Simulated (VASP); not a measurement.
Set up this calculation in VASP 6.6.1, as the native input.

```yaml
Task: single point
Functional: PBE
Potentials_or_basis: VASP PAW PBE potentials, release 64 (Cd, S)
Cutoff: 520 eV
k_mesh: 4 × 4 × 4
Occupations: fermi-dirac, width 0.05 eV
Spin: no spin polarisation
Dipole_correction: no
Further_INCAR_settings: ALGO = Normal; EDIFF = 1e-06; NBANDS = 16
```

The structure of CdS lies in POSCAR:

```
CdS
1.0
    0.0000000000      2.7532440000      2.7532440000
    2.7532440000      0.0000000000      2.7532440000
    2.7532440000      2.7532440000      0.0000000000
Cd S
1 1
Direct
    0.0000000000      0.0000000000      0.0000000000
    0.5000000000      0.5000000000      0.5000000000
```

These files were run (other wordings do the same):

INCAR

```
SYSTEM = CdS
ALGO = Normal ; EDIFF = 1E-6
ENCUT = 520 ; GGA = PE
ISIF = 2 ; ISMEAR = -1
LASPH = .TRUE. ; LCHARG = .FALSE.
LREAL = .FALSE. ; LWAVE = .FALSE.
NBANDS = 16 ; NELM = 100
PREC = Accurate ; SIGMA = 0.05
```

KPOINTS

```
k-points
0
G
  4 4 4
  0 0 0
```

Potentials or basis: VASP PAW PBE potentials, release 64 (Cd, S).

Command:

```bash
$ cat potpaw_PBE.64/Cd/POTCAR potpaw_PBE.64/S/POTCAR > POTCAR
$ mpirun -np 1 vasp_std > vasp.out
```

Results of the run:

| Property | Result |
| --- | --- |
| Pressure | 0.3 GPa |
| Band gap on the k mesh | 0.22 eV, indirect (least direct gap 1.51 eV) |

Caveat: the k points lie up to 0.49 Å⁻¹ apart.

Wall time 12 s on 1 thread of Intel Xeon 8259CL (shared host), peak memory 0.16 GiB.
